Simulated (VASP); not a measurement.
# Nb3GaSe2 (P4/mmm) in VASP: further runs, part 2 of 2

VASP 6.6.1. The steps go on from the part before.

## 4. Relaxation of cell and atoms, PBE

This run uses another cell than the first one, of 19.35 Å³/atom, 1.147 times its volume.

Contents of INCAR:

```
SYSTEM = Nb3GaSe2
PREC = Accurate ; ENCUT = 600
EDIFF = 1E-6 ; ISMEAR = 0
SIGMA = 0.1 ; LREAL = .False.
LASPH = .True. ; NELM = 80
ALGO = Normal ; ISIF = 3
LWAVE = .False. ; LCHARG = .False.
GGA = PE ; IBRION = 2
NSW = 90 ; EDIFFG = -0.04
```

Contents of KPOINTS:

```
regular mesh
0
Gamma
  6 6 2
  0 0 0
```

Contents of POSCAR:

```
Nb3GaSe2
1.0
    3.3865972800      0.0000000000      0.0000000000
    0.0000000000      3.3865972800      0.0000000000
    0.0000000000      0.0000000000     10.1249377700
Nb Ga Se
3 1 2
Direct
    0.5000000000      0.5000000000      0.1837450000
    0.5000000000      0.5000000000      0.5000000000
    0.5000000000      0.5000000000      0.8162550000
    0.0000000000      0.0000000000      0.0000000000
    0.0000000000      0.0000000000      0.3342649900
    0.0000000000      0.0000000000      0.6657350100
```

Potentials or basis: VASP PAW PBE potentials, release 64 (Nb_sv, Ga_d, Se).

Run with:

```
> cat potpaw_PBE.64/Nb_sv/POTCAR potpaw_PBE.64/Ga_d/POTCAR potpaw_PBE.64/Se/POTCAR > POTCAR
> mpirun -np 1 vasp_std > vasp.out
```

OUTCAR:

```text
SYSTEM = Nb3GaSe2
   PREC = Accurate
   ENCUT = 600
   EDIFF = 1E-6
   ISMEAR = 0
   LREAL = .False.
   LASPH = .True.
   NELM = 80
   ISIF = 3
   GGA = PE
   IBRION = 2
   NSW = 90
   EDIFFG = -0.04

 ion  position               nearest neighbor table
   1  0.500  0.500  0.184-   5 2.84   5 2.84   5 2.84   5 2.84
   2  0.500  0.500  0.500-
   3  0.500  0.500  0.816-   6 2.84   6 2.84   6 2.84   6 2.84
   4  0.000  0.000  0.000-
   5  0.000  0.000  0.334-   1 2.84   1 2.84   1 2.84   1 2.84
   6  0.000  0.000  0.666-   3 2.84   3 2.84   3 2.84   3 2.84

  LATTYP: Found a simple tetragonal cell.
 ALAT       =     3.3865972800
 C/A-ratio  =     2.9897082330

  Lattice vectors:

 A1 = (   3.3865972800,   0.0000000000,   0.0000000000)
 A2 = (   0.0000000000,   3.3865972800,   0.0000000000)
 A3 = (   0.0000000000,   0.0000000000,  10.1249377700)

Analysis of symmetry for initial positions (statically):
=====================================================================
 Subroutine PRICEL returns:
 Original cell was already a primitive cell.

 Routine SETGRP: Setting up the symmetry group for a
 simple tetragonal supercell.

 Subroutine GETGRP returns: Found 16 space group operations
 (whereof 16 operations were pure point group operations)
 out of a pool of 16 trial point group operations.

The static configuration has the point symmetry D_4h.

[... 162 lines left out ...]
  ---------------------------------------------------
  free energy    TOTEN  =       -41.17979318 eV

  energy without entropy =      -41.13374556  energy(sigma->0) =      -41.15676937

 E-fermi :   8.8838     XC(G=0): -11.4896

 val. band max:        8.8688202582   @ k =   0.5000   0.5000   0.0000
 cond. band min:       8.8989059037   @ k =   0.0000   0.0000   0.0000
 fundamental gap:      0.0300856455
 Fermi energy:         8.8838443794

 k-point     1 :       0.0000    0.0000    0.0000
  band No.  band energies     occupation
      1     -46.8906      2.00000
      2     -46.6335      2.00000
      3     -46.6321      2.00000
      4     -22.9702      2.00000
      5     -22.8698      2.00000
      6     -22.8698      2.00000
[... 922 lines left out ...]
  FREE ENERGIE OF THE ION-ELECTRON SYSTEM (eV)
  ---------------------------------------------------
  free  energy   TOTEN  =       -41.9729228624 eV

  energy  without entropy=      -41.9262477205  energy(sigma->0) =      -41.94958529

[... ionic steps 4 to 12 ...]

--------------------------------------- Ionic step       13  -------------------------------------------

 number of electron      64.0000008 magnetization

------------------------ aborting loop because EDIFF is reached ----------------------------------------
[... 75 lines left out ...]
--------------------------------------- Ionic step       15  -------------------------------------------

 number of electron      64.0000009 magnetization

 Free energy of the ion-electron system (eV)
  ---------------------------------------------------
  ext. energy  EPLUGINS =         0.00000000
  ---------------------------------------------------
  free energy    TOTEN  =       -42.20517427 eV

  energy without entropy =      -42.16289354  energy(sigma->0) =      -42.18403390

 E-fermi :  10.6134     XC(G=0): -12.1955

 val. band max:       10.6083803732   @ k =   0.5000   0.0000   0.5000
 cond. band min:      10.6334872542   @ k =   0.5000   0.0000   0.5000
 fundamental gap:      0.0251068810
 Fermi energy:        10.6134268984

 k-point     1 :       0.0000    0.0000    0.0000
  band No.  band energies     occupation
      1     -45.0576      2.00000
      2     -44.6701      2.00000
      3     -44.6622      2.00000
      4     -21.2049      2.00000
      5     -20.9770      2.00000
      6     -20.9770      2.00000
[... 842 lines left out ...]
  FREE ENERGIE OF THE ION-ELECTRON SYSTEM (eV)
  ---------------------------------------------------
  free  energy   TOTEN  =       -42.2051742686 eV

  energy  without entropy=      -42.1628935387  energy(sigma->0) =      -42.18403390

 reached required accuracy - stopping structural energy minimisation
```

OSZICAR:

```text
N       E                     dE             d eps       ncg     rms          rms(c)
DAV:   1     0.899052531290E+03    0.89905E+03   -0.34534E+04  1636   0.226E+03
DAV:   2     0.825466181961E+02   -0.81651E+03   -0.79587E+03  1560   0.757E+02
DAV:   3    -0.317811394335E+02   -0.11433E+03   -0.10892E+03  2304   0.220E+02
[... 168 lines left out ...]
DAV:   5    -0.422051596272E+02   -0.32208E-05   -0.18814E-04  2762   0.656E-02    0.193E-02
DAV:   6    -0.422051664405E+02   -0.68133E-05   -0.18878E-05  2318   0.224E-02    0.122E-02
DAV:   7    -0.422051730119E+02   -0.65715E-05   -0.88892E-06  2280   0.166E-02    0.316E-03
DAV:   8    -0.422051740927E+02   -0.10808E-05   -0.97663E-07  1160   0.692E-03    0.107E-03
DAV:   9    -0.422051742686E+02   -0.17590E-06   -0.33030E-07  1010   0.466E-03
  15 F= -.42205174E+02 E0= -.42184034E+02  d E =-.464917E-03
```

CONTCAR:

```text
Nb3GaSe2
   1.00000000000000
     3.1737674756869345   -0.0000000000000000    0.0000000000000000
     0.0000000000000000    3.1737674756869345    0.0000000000000000
     0.0000000000000000    0.0000000000000000   10.0427649065691416
  Nb              Ga              Se
     3     1     2
Direct
     0.5000000000000000    0.5000000000000000    0.1670956085787355
     0.5000000000000000    0.5000000000000000    0.5000000000000000
     0.5000000000000000    0.5000000000000000    0.8329043914212644
     0.0000000000000000    0.0000000000000000    0.0000000000000000
     0.0000000000000000    0.0000000000000000    0.3363836087166422
     0.0000000000000000    0.0000000000000000    0.6636163912833577

  0.00000000E+00  0.00000000E+00  0.00000000E+00
  0.00000000E+00  0.00000000E+00  0.00000000E+00
  0.00000000E+00  0.00000000E+00  0.00000000E+00
  0.00000000E+00  0.00000000E+00  0.00000000E+00
  0.00000000E+00  0.00000000E+00  0.00000000E+00
  0.00000000E+00  0.00000000E+00  0.00000000E+00
```

Wall time 14 min (1 thread of AMD EPYC 9R45 (Zen 5), shared host); peak memory 0.29 GiB.

What came out:

```
Free energy                            : -42.2052 eV
Relaxed volume                         : 16.86 Å³/atom
Relaxed cell                           : a = 3.174 Å, b = 3.174 Å, c = 10.043 Å, α = 90.00°, β = 90.00°, γ = 90.00°
Space group after relaxing (to 0.05 Å) : P4/mmm (No. 123)
Energy gained by relaxing              : 170.9 meV/atom
Ionic steps                            : 15
Pressure after relaxing                : 0.1 GPa
Largest force after relaxing           : 0.024 eV/Å
Band gap on the k mesh                 : zero (band 32 reaches 11.37 eV, above the bottom of band 33 at 10.36 eV)
```

Forces in eV/Å, atoms in the order of the input:
```
Nb   0.000  0.000  0.014
Nb   0.000  0.000  0.000
Nb   0.000  0.000 -0.014
Ga   0.000  0.000  0.000
Se   0.000  0.000 -0.024
Se   0.000  0.000  0.024
```

Step by step:
```tsv
step	energy change (eV)	largest force (eV/Å)	pressure (GPa)	volume (Å³)
1	0.0000	0.5219	-14.30	116.12
2	0.0300	1.7370	26.19	89.40
3	-0.7931	1.0523	0.52	101.61
4	-0.7936	1.0644	0.94	101.33
5	-0.9502	0.6864	0.74	100.93
6	-1.0024	0.2823	1.11	100.57
7	-1.0043	0.1965	1.26	100.48
8	-1.0067	0.1568	-1.84	102.56
9	-1.0108	0.1724	-0.52	101.63
10	-1.0169	0.1438	-0.35	101.50
11	-1.0221	0.1034	-0.03	101.28
12	-1.0223	0.1220	0.05	101.23
13	-1.0245	0.0796	-0.03	101.28
14	-1.0249	0.0537	-0.06	101.31
15	-1.0254	0.0242	0.11	101.16
```

Final structure:
```yaml
crystal:
  lattice:
    - [3.17377, 0.00000, 0.00000]
    - [0.00000, 3.17377, 0.00000]
    - [0.00000, 0.00000, 10.04276]
  atoms:
    - { symbol: Nb, position: [0.50000, 0.50000, 0.16710] }
    - { symbol: Nb, position: [0.50000, 0.50000, 0.50000] }
    - { symbol: Nb, position: [0.50000, 0.50000, 0.83290] }
    - { symbol: Ga, position: [0.00000, 0.00000, 0.00000] }
    - { symbol: Se, position: [0.00000, 0.00000, 0.33638] }
    - { symbol: Se, position: [0.00000, 0.00000, 0.66362] }
```

## 5. Single point, PBE

Contents of INCAR:

```
SYSTEM = Nb3GaSe2
  PREC = Accurate
  ENCUT = 520
  EDIFF = 1E-6
  ISMEAR = 0
  SIGMA = 0.1
  LREAL = .FALSE.
  LASPH = .TRUE.
  NELM = 100
  ALGO = Normal
  ISIF = 2
  LWAVE = .FALSE.
  LCHARG = .TRUE.
  GGA = PE
  LELF = .TRUE.
  LVHAR = .TRUE.
  NBANDS = 41
```

Contents of KPOINTS:

```
Automatic mesh
0
G
  12 12 4
  0 0 0
```

Contents of POSCAR:

```
Nb3GaSe2
1.0
    3.1744838344      0.0000000000      0.0000000000
    0.0000000000      3.1744838344      0.0000000000
    0.0000000000      0.0000000000     10.0386733054
Nb Ga Se
3 1 2
Direct
    0.5000000000      0.5000000000      0.1678902087
    0.5000000000      0.5000000000      0.5000000000
    0.5000000000      0.5000000000      0.8321097913
    0.0000000000      0.0000000000      0.0000000000
    0.0000000000      0.0000000000      0.3355531818
    0.0000000000      0.0000000000      0.6644468182
```

Potentials or basis: VASP PAW PBE potentials, release 64 (Nb_sv, Ga_d, Se).

Run with:

```
> cat potpaw_PBE.64/Nb_sv/POTCAR potpaw_PBE.64/Ga_d/POTCAR potpaw_PBE.64/Se/POTCAR > POTCAR
> mpirun -np 1 vasp_std > vasp.out
```

OUTCAR:

```text
SYSTEM = Nb3GaSe2
   PREC = Accurate
   ENCUT = 520
   EDIFF = 1E-6
   ISMEAR = 0
   LREAL = .FALSE.
   LASPH = .TRUE.
   NELM = 100
   ISIF = 2
   GGA = PE

 ion  position               nearest neighbor table
   1  0.500  0.500  0.168-   5 2.81   5 2.81   5 2.81   5 2.81   4 2.81   4 2.81   4 2.81   4 2.81

   2  0.500  0.500  0.500-   5 2.79   6 2.79   5 2.79   6 2.79   5 2.79   6 2.79   5 2.79   6 2.79

   3  0.500  0.500  0.832-   6 2.81   6 2.81   6 2.81   6 2.81   4 2.81   4 2.81   4 2.81   4 2.81

   4  0.000  0.000  0.000-   1 2.81   3 2.81   1 2.81   3 2.81   1 2.81   3 2.81   1 2.81   3 2.81

[... 1268 lines left out ...]
  Total       -0.0554495     -0.0554495     -0.0267588      0.0000000      0.0000000      0.0000000
  in kB       -0.8781835     -0.8781835     -0.4237931      0.0000000      0.0000000      0.0000000
  external PRESSURE =      -0.7267201 kB  Pullay stress =       0.0000000 kB

 VOLUME and BASIS-vectors are now :
 -----------------------------------------------------------------------------
  energy-cutoff  :      520.00
  volume of cell :      101.16
      direct lattice vectors                 reciprocal lattice vectors
     3.174483834  0.000000000  0.000000000     0.315011842  0.000000000  0.000000000
     0.000000000  3.174483834  0.000000000     0.000000000  0.315011842  0.000000000
     0.000000000  0.000000000 10.038673305     0.000000000  0.000000000  0.099614757

 POSITION                                       TOTAL-FORCE (eV/Angst)
 -----------------------------------------------------------------------------------
      1.58724      1.58724      1.68539         0.000000     -0.000000      0.014056
      1.58724      1.58724      5.01934        -0.000000     -0.000000     -0.000000
      1.58724      1.58724      8.35328        -0.000000      0.000000     -0.014056
      0.00000      0.00000      0.00000        -0.000000     -0.000000     -0.000000
      0.00000      0.00000      3.36851        -0.000000     -0.000000     -0.004120
      0.00000      0.00000      6.67016        -0.000000     -0.000000      0.004120
 -----------------------------------------------------------------------------------
    total drift:                                0.000000     -0.000000      0.000000

  FREE ENERGIE OF THE ION-ELECTRON SYSTEM (eV)
  ---------------------------------------------------
  free  energy   TOTEN  =       -42.2501483358 eV

  energy  without entropy=      -42.2164215874  energy(sigma->0) =      -42.23328496
```

stdout:

```text
POSCAR found type information on POSCAR NbGaSe
 POSCAR found :  3 types and       6 ions
 scaLAPACK will be used
 LDA part: xc-table for (Slater+PW92), standard interpolation
 POSCAR, INCAR and KPOINTS ok, starting setup
 FFT: planning ... GRIDC
 FFT: planning ... GRID_SOFT
 FFT: planning ... GRID
 WAVECAR not read
 entering main loop
```

It took 4.1 min on 1 thread of AMD EPYC 9R45 (Zen 5), shared host; peak memory 0.39 GiB.

Results:

| Item | Value |
| --- | --- |
| Free energy | -42.2501 eV |
| Pressure | -0.1 GPa |
| Largest force | 0.014 eV/Å |
| Band gap on the k mesh | zero (band 32 reaches 11.41 eV, above the bottom of band 33 at 10.21 eV) |

Forces in eV/Å, atoms in the order of the input:
```
Nb   0.000  0.000  0.014
Nb   0.000  0.000  0.000
Nb   0.000  0.000 -0.014
Ga   0.000  0.000  0.000
Se   0.000  0.000 -0.004
Se   0.000  0.000  0.004
```

## 6. Summary

```csv
task,cell,k mesh,cutoff (eV),gap on the mesh (eV),pressure (GPa),largest force (eV/Å)
single point,"a = 3.175, b = 3.175, c = 10.042 Å, 6 atoms",6 × 6 × 2,520,none,0.0,0.01
single point,"a = 3.387, b = 3.387, c = 10.125 Å, 6 atoms",6 × 6 × 2,520,none,-14.3,0.52
relaxation of cell and atoms,"relaxed from a = 3.387, b = 3.387, c = 10.125 Å, 6 atoms",6 × 6 × 2,600,none,0.1,0.02
single point,"a = 3.174, b = 3.174, c = 10.039 Å, 6 atoms",12 × 12 × 4,520,none,-0.1,0.01
```

Alike in all rows: level PBE; potentials or basis VASP PAW PBE potentials, release 64 (Nb_sv, Ga_d, Se); no spin polarisation; smearing gaussian 0.1 eV.

Absolute energies hang on the potentials; compare differences alone.
